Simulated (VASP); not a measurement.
**Re: single point with revPBE**

Re:

```xyz
2
Lattice="2.8561 0.0000 0.0000 -1.4281 2.4735 0.0000 0.0000 0.0000 4.6076" Properties=species:S:1:pos:R:3 pbc="T T T"
Re    0.0000    1.6490    1.1519
Re    1.4281    0.8245    3.4557
```

* Program: VASP 6.6.1
* Task: single point
* Functional: revPBE
* Potentials or basis: VASP PAW PBE potentials, release 64 (Re)
* Cutoff: 520 eV
* k mesh: 21 × 21 × 12
* Occupations: fermi-dirac, width 0.1 eV
* Spin: no spin polarisation

- Pressure: -23.9 GPa
- Band gap on the k mesh: zero (bands 7 and 8 overlap by 2.74 eV)

Stress tensor (GPa, compression positive):
```
-23.74   0.00   0.00
  0.00 -23.74   0.00
  0.00   0.00 -24.11
```

Levels at points of the mesh, in eV from the Fermi level:
```tsv
k point	band 5	band 6	band 7	band 8	band 9	band 10
(0.00, 0.00, 0.00)	-1.33	-0.63	-0.63	0.17	0.17	0.46
(0.00, 0.00, 0.50)	-1.46	-1.46	-1.46	-1.46	2.19	2.19
```

Run time: 56 s on 1 thread of Intel(R) Xeon(R) 6975P-C (Granite Rapids), on a shared host, peak memory 0.26 GiB.

Caveat: the cell stands under tension; the PAW data sets were made with another functional, which shifts forces and pressure a little; spin-orbit coupling is left out, which moves the levels of the heavy elements.
